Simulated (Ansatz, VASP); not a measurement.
HgTe: VASP beside Ansatz

```
Hg Te
1.0
     0.00000    2.93121    2.93121
     2.93121    0.00000    2.93121
     2.93121    2.93121    0.00000
Hg Te
1 1
Direct
  0.00000 0.00000 0.00000
  0.50000 0.50000 0.50000
```

Change from the starting cell: volume scaled by 1.01.

Alike in both runs: task single point; functional PBEsol; k mesh 12 × 12 × 12; occupations fermi-dirac, width 0.08 eV; no spin polarisation.

```csv
,VASP,Ansatz
version,VASP 6.6.1,Ansatz 0.2.0
potentials or method,"VASP PAW PBE potentials, release 64 (Hg, Te), cutoff 520 eV","all-electron LAPW, scalar-relativistic"
```

```tsv
	VASP	Ansatz	Ansatz less VASP
pressure (GPa)	5.5	5.2	-0.29
```

VASP's potentials were made for PBE, not for PBEsol. Ansatz ran all-electron here, and VASP with PAW potentials.

Neither program's run includes spin-orbit coupling.
